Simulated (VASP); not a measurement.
# MgO (nc) (Fm-3m) in VASP: single point with PBE

Aim: the single point of MgO (nc) with PBE.

Everything below comes from runs of VASP 6.6.1. Logs are shortened: lines on timing, memory, paths and dates and some standing lists are left out, and cuts for length are marked.

## Step 1: The cell of the first run

Symmetry: Fm-3m, No. 225, cubic system. Conventional cell: a = 4.157 Å, b = 4.157 Å, c = 4.157 Å, α = 90.00°, β = 90.00°, γ = 90.00°. Within 2.8 Å of Mg (site symmetry m-3m) lie 6 O at 2.08 Å. Within 2.8 Å of O (site symmetry m-3m) lie 6 Mg at 2.08 Å.

## Step 2: Single point, PBE

INCAR

```
SYSTEM = MgO
  ALGO = Normal
  EDIFF = 1E-6
  ENCUT = 600
  GGA = PE
  GGA_COMPAT = .FALSE.
  ISIF = 2
  ISMEAR = 0
  LASPH = .TRUE.
  LCHARG = .FALSE.
  LREAL = .FALSE.
  LWAVE = .FALSE.
  NBANDS = 11
  NELM = 120
  PREC = Accurate
  SIGMA = 0.02
```

KPOINTS

```
k-points
0
G
  10 10 10
  0 0 0
```

POSCAR

```
MgO
1.0
    0.0000000000      2.0786180364      2.0786180364
    2.0786180364      0.0000000000      2.0786180364
    2.0786180364      2.0786180364      0.0000000000
Mg O
1 1
Direct
    0.0000000000      0.0000000000      0.0000000000
    0.5000000000      0.5000000000      0.5000000000
```

Potentials or basis: VASP PAW PBE potentials, release 64 (Mg, O).

The run is started by

```bash
$ cat potpaw_PBE.64/Mg/POTCAR potpaw_PBE.64/O/POTCAR > POTCAR
$ mpirun -np 1 vasp_std > vasp.out
```

OUTCAR:

```text
SYSTEM = MgO
   EDIFF = 1E-6
   ENCUT = 600
   GGA = PE
   ISIF = 2
   ISMEAR = 0
   LASPH = .TRUE.
   LREAL = .FALSE.
   NELM = 120
   PREC = Accurate

 ion  position               nearest neighbor table
   1  0.000  0.000  0.000-   2 2.08   2 2.08   2 2.08   2 2.08   2 2.08   2 2.08
   2  0.500  0.500  0.500-   1 2.08   1 2.08   1 2.08   1 2.08   1 2.08   1 2.08

  LATTYP: Found a face centered cubic cell.
 ALAT       =     4.1572360728

  Lattice vectors:

 A1 = (   0.0000000000,   2.0786180364,   2.0786180364)
 A2 = (   2.0786180364,   0.0000000000,   2.0786180364)
 A3 = (   2.0786180364,   2.0786180364,   0.0000000000)

Analysis of symmetry for initial positions (statically):
=====================================================================
 Subroutine PRICEL returns:
 Original cell was already a primitive cell.

 Routine SETGRP: Setting up the symmetry group for a
 face centered cubic supercell.

 Subroutine GETGRP returns: Found 48 space group operations
 (whereof 48 operations were pure point group operations)
 out of a pool of 48 trial point group operations.

The static configuration has the point symmetry O_h .

Analysis of symmetry for dynamics (positions and initial velocities):
=====================================================================
 Subroutine PRICEL returns:
 Original cell was already a primitive cell.

 Routine SETGRP: Setting up the symmetry group for a
 face centered cubic supercell.

 Subroutine GETGRP returns: Found 48 space group operations
 (whereof 48 operations were pure point group operations)
 out of a pool of 48 trial point group operations.

The dynamic configuration has the point symmetry O_h .

 Subroutine INISYM returns: Found 48 space group operations
 (whereof 48 operations are pure point group operations),
 and found     1 'primitive' translations

----------------------------------------------------------------------------------------

                                     Primitive cell

  volume of cell :      17.9620

  direct lattice vectors                    reciprocal lattice vectors
     0.000000000  2.078618036  2.078618036    -0.240544434  0.240544434  0.240544434
     2.078618036  0.000000000  2.078618036     0.240544434 -0.240544434  0.240544434
     2.078618036  2.078618036  0.000000000     0.240544434  0.240544434 -0.240544434

  length of vectors
     2.939609818  2.939609818  2.939609818     0.416635182  0.416635182  0.416635182

  position of ions in fractional coordinates (direct lattice)
     0.000000000  0.000000000  0.000000000
     0.500000000  0.500000000  0.500000000

  ion indices of the primitive-cell ions
   primitive index   ion index
                 1           1
                 2           2

----------------------------------------------------------------------------------------

 KPOINTS: k-points

Automatic generation of k-mesh.
 Grid dimensions read from file:
 generate k-points for:   10   10   10

 Generating k-lattice:

  Cartesian coordinates                     Fractional coordinates (reciprocal lattice)
    -0.024054443  0.024054443  0.024054443     0.100000000  0.000000000  0.000000000
     0.024054443 -0.024054443  0.024054443     0.000000000  0.100000000  0.000000000
     0.024054443  0.024054443 -0.024054443     0.000000000  0.000000000  0.100000000

  Length of vectors
     0.041663518  0.041663518  0.041663518

  Shift w.r.t. Gamma in fractional coordinates (k-lattice)
     0.000000000  0.000000000  0.000000000

 Subroutine IBZKPT returns following result:
 ===========================================

 Found     47 irreducible k-points:

 Following reciprocal coordinates:
            Coordinates               Weight
  0.000000  0.000000  0.000000      1.000000
  0.100000  0.000000  0.000000      8.000000
  0.200000  0.000000  0.000000      8.000000
  0.300000  0.000000  0.000000      8.000000
  0.400000  0.000000  0.000000      8.000000
  0.500000  0.000000  0.000000      4.000000
[... 16 lines left out ...]
  0.300000  0.300000  0.000000      6.000000
  0.400000  0.300000  0.000000     24.000000
 [... further k-points ...]
   k-points           NKPTS =     47   k-points in BZ     NKDIM =     47   number of bands    NBANDS=     11
   number of dos      NEDOS =    301   number of ions     NIONS =      2
   total plane-waves  NPLWV =  13824
   dimension x,y,z NGX =    24 NGY =   24 NGZ =   24
   dimension x,y,z NGXF=    48 NGYF=   48 NGZF=   48
   ions per type =               1   1
   NGX,Y,Z   is equivalent  to a cutoff of  13.57, 13.57, 13.57 a.u.
   NGXF,Y,Z  is equivalent  to a cutoff of  27.15, 27.15, 27.15 a.u.
 SYSTEM =  MgO
   PREC   = accura    normal or accurate (medium, high low for compatibility)
   ISTART =      0    job   : 0-new  1-cont  2-samecut
   ICHARG =      2    charge: 1-file 2-atom 10-const
   ISPIN  =      1    spin polarized calculation?
   LNONCOLLINEAR =      F non collinear calculations
   LSORBIT =      F    spin-orbit coupling
   LASPH  =      T    aspherical Exc in radial PAW
   ENCUT  =  600.0 eV  44.10 Ry    6.64 a.u.   5.87  5.87  5.87*2*pi/ulx,y,z
   NELM   =    120;   NELMIN=  2; NELMDL= -5     # of ELM steps
   EDIFF  = 0.1E-05   stopping-criterion for ELM
   LREAL  =      F    real-space projection
   EDIFFG = 0.1E-04   stopping-criterion for IOM
   NSW    =      0    number of steps for IOM
   IBRION =     -1    ionic relax: 0-MD 1-quasi-New 2-CG
   NFREE  =      0    steps in history (QN), initial steepest desc. (CG)
   ISIF   =      2    stress and relaxation
   ISYM   =      2    0-nonsym 1-usesym 2-fastsym
   POTIM  = 0.5000    time-step for ionic-motion
   TEBEG  =    0.0;   TEEND  =   0.0 temperature during run
   PSTRESS=    0.0 pullay stress
   NELECT =       8.0000    total number of electrons
   NUPDOWN=      -1.0000    fix difference up-down
   EMIN   =  10.00;   EMAX   =-10.00  energy-range for DOS
   EFERMI =   0.00;   METHOD = LEGACY
   ISMEAR =     0;   SIGMA  =   0.02  broadening in eV -4-tet -1-fermi 0-gaus
   EFERMI_NEDOS =   21; number of points for ismear=-14 and -15
   IALGO  =     38    algorithm
   IMIX   =      4    mixing-type and parameters
     AMIX     =   0.40;   BMIX     =  1.00
     AMIX_MAG =   1.60;   BMIX_MAG =  1.00
  volume/ion in A,a.u.               =       8.98        60.61
  Fermi-wavevector in a.u.,A,eV,Ry     =   1.250221  2.362575 21.266622  1.563053
  Thomas-Fermi vector in A             =   2.384225
   LORBIT       =      0    0 simple, 1 ext, 2 COOP (PROOUT), +10 PAW based schemes
   GGA     = PE    functional components
   LHFCALC =     F    Hartree Fock is set to
   AEXX    =    0.0000 exact exchange contribution
   IVDW    =     0    specifies the selected vdW correction
   LEPSILON=     F    determine dielectric tensor
   LRPA    =     F    only Hartree local field effects (RPA)
 non-spin polarized calculation
 Gauss-broadening in eV      SIGMA  =   0.02
  energy-cutoff  :      600.00
  volume of cell :       17.96
 maximum number of plane-waves:       612
   NGX = 11   NGY = 11   NGZ = 11

 number of electron       8.0000000 magnetization

 Free energy of the ion-electron system (eV)
  ---------------------------------------------------
  ext. energy  EPLUGINS =         0.00000000
  ---------------------------------------------------
  free energy    TOTEN  =       -11.87488243 eV

  energy without entropy =      -11.87488243  energy(sigma->0) =      -11.87488243

 E-fermi :   3.5646     XC(G=0): -11.2660

 val. band max:        3.4861363061   @ k =   0.0000   0.0000   0.0000
 cond. band min:       8.6064182752   @ k =   0.0000   0.0000   0.0000
 fundamental gap:      5.1202819691
 Fermi energy:         3.5645881672

 k-point     1 :       0.0000    0.0000    0.0000
  band No.  band energies     occupation
      1     -13.9826      2.00000
      2       3.4861      2.00000
      3       3.4861      2.00000
      4       3.4861      2.00000
      5       8.6064      0.00000
      6      19.5110      0.00000
      7      19.5110      0.00000
      8      19.5110      0.00000
      9      23.5316      0.00000
     10      25.3534      0.00000
     11      25.3534      0.00000

 k-point     2 :       0.1000    0.0000    0.0000
  band No.  band energies     occupation
      1     -13.8696      2.00000
      2       2.8272      2.00000
      3       3.4140      2.00000
      4       3.4140      2.00000
      5       9.2304      0.00000
      6      18.2500      0.00000
      7      19.7661      0.00000
      8      19.7661      0.00000
      9      24.6810      0.00000
     10      24.6810      0.00000
     11      25.2623      0.00000

 k-point     3 :       0.2000    0.0000    0.0000
  band No.  band energies     occupation
      1     -13.5582      2.00000
      2       1.4670      2.00000
      3       3.2308      2.00000
      4       3.2308      2.00000
      5      10.4208      0.00000
      6      16.7494      0.00000
      7      20.3006      0.00000
      8      20.3006      0.00000
      9      24.0045      0.00000
     10      24.0045      0.00000
     11      26.3915      0.00000

 k-point     4 :       0.3000    0.0000    0.0000
  band No.  band energies     occupation
      1     -13.1356      2.00000
      2       0.0882      2.00000
      3       3.0157      2.00000
      4       3.0157      2.00000
      5      11.3160      0.00000
      6      16.1399      0.00000
      7      20.4898      0.00000
      8      20.4898      0.00000
      9      24.4423      0.00000
     10      24.4423      0.00000
     11      25.7896      0.00000

 k-point     5 :       0.4000    0.0000    0.0000
  band No.  band energies     occupation
      1     -12.7545      2.00000
      2      -0.9274      2.00000
      3       2.8497      2.00000
      4       2.8497      2.00000
      5      11.6112      0.00000
      6      16.3341      0.00000
      7      20.3128      0.00000
      8      20.3128      0.00000
      9      25.2004      0.00000
     10      25.7293      0.00000
     11      25.7293      0.00000
[... 211 lines left out ...]
 k-point    21 :      -0.3000    0.2000    0.0000
  band No.  band energies     occupation
      1     -12.6717      2.00000
      2      -0.3140      2.00000
      3       1.5975      2.00000
      4       2.7899      2.00000
      5      13.0986      0.00000
      6      15.7095      0.00000
      7      18.1407      0.00000
      8      21.2957      0.00000
      9      24.1264      0.00000
     10      25.0755      0.00000
     11      29.2575      0.00000

 k-point    22 :      -0.2000    0.2000    0.0000
  band No.  band energies     occupation
      1     -13.0106      2.00000
      2       0.2939      2.00000
      3       2.0872      2.00000
      4       3.0091      2.00000
      5      12.3222      0.00000
      6      15.6099      0.00000
      7      19.0505      0.00000
      8      21.7659      0.00000
      9      22.2610      0.00000
     10      25.3217      0.00000
     11      29.0313      0.00000

 k-point    23 :       0.3000    0.3000    0.0000
  band No.  band energies     occupation
      1     -12.9204      2.00000
      2       0.2302      2.00000
      3       2.5087      2.00000
      4       2.5087      2.00000
      5      12.7633      0.00000
      6      14.0011      0.00000
      7      18.3588      0.00000
      8      21.9076      0.00000
      9      21.9076      0.00000
     10      28.0790      0.00000
     11      31.6867      0.00000

 k-point    24 :       0.4000    0.3000    0.0000
  band No.  band energies     occupation
      1     -12.6535      2.00000
      2      -0.2186      2.00000
      3       2.1260      2.00000
      4       2.3546      2.00000
      5      13.4054      0.00000
      6      13.8441      0.00000
      7      17.5159      0.00000
      8      22.1897      0.00000
      9      22.4035      0.00000
     10      28.8641      0.00000
     11      31.2672      0.00000

 [... further k-points ...]
[... 5 lines left out ...]
  --------------------------------------------------------------------------------------
  -------------------------------------------------------------------------------------
  Total        1.2162245      1.2162245      1.2162245      0.0000000      0.0000000     -0.0000000
  in kB      108.4851451    108.4851451    108.4851451      0.0000000      0.0000000     -0.0000000
  external PRESSURE =     108.4851451 kB  Pullay stress =       0.0000000 kB

 VOLUME and BASIS-vectors are now :
 -----------------------------------------------------------------------------
  energy-cutoff  :      600.00
  volume of cell :       17.96
      direct lattice vectors                 reciprocal lattice vectors
     0.000000000  2.078618036  2.078618036    -0.240544434  0.240544434  0.240544434
     2.078618036  0.000000000  2.078618036     0.240544434 -0.240544434  0.240544434
     2.078618036  2.078618036  0.000000000     0.240544434  0.240544434 -0.240544434

 POSITION                                       TOTAL-FORCE (eV/Angst)
 -----------------------------------------------------------------------------------
      0.00000      0.00000      0.00000         0.000000      0.000000     -0.000000
      2.07862      2.07862      2.07862        -0.000000     -0.000000      0.000000
 -----------------------------------------------------------------------------------
    total drift:                               -0.000000     -0.000000      0.000000

  FREE ENERGIE OF THE ION-ELECTRON SYSTEM (eV)
  ---------------------------------------------------
  free  energy   TOTEN  =       -11.8748824316 eV

  energy  without entropy=      -11.8748824316  energy(sigma->0) =      -11.87488243
```

Wall time 23 s (1 thread of AMD EPYC 7R13, shared host); peak memory 0.11 GiB.

Results:

* Free energy: -11.8749 eV
* Pressure: 10.8 GPa
* Band gap on the k mesh: 5.12 eV, direct
